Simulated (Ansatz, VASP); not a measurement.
One calculation of GaAs, two programs

```
Ga As
1.0
     0.00000    2.82345    2.82345
     2.82345    0.00000    2.82345
     2.82345    2.82345    0.00000
Ga As
1 1
Direct
  0.00000 0.00000 0.00000
  0.25000 0.25000 0.25000
```

Alike in both runs: functional r2SCAN; dispersion rVV10; k mesh 6 × 6 × 6; no spin polarisation.

Ansatz relaxed the structure, and its values are those at the end. VASP's run is a single point on that final structure, the one shown.

|  | VASP | Ansatz |
| --- | --- | --- |
| version | VASP 6.6.1 | Ansatz 0.2.0 |
| potentials or method | VASP PAW PBE potentials, release 64 (Ga_d, As), cutoff 520 eV | plane waves, PAW |
| occupations | gaussian, width 0.01 eV | fixed |
| valence electrons in the cell | 18 | 28 |

|  | VASP | Ansatz | Ansatz less VASP |
| --- | --- | --- | --- |
| pressure (GPa) | 0.1 | 0.0 | -0.19 |

VASP's potentials were made for PBE, not for r2SCAN. VASP's potentials hold 18 valence electrons a cell and Ansatz's 28, so a difference there can come from the potentials and not from the codes.
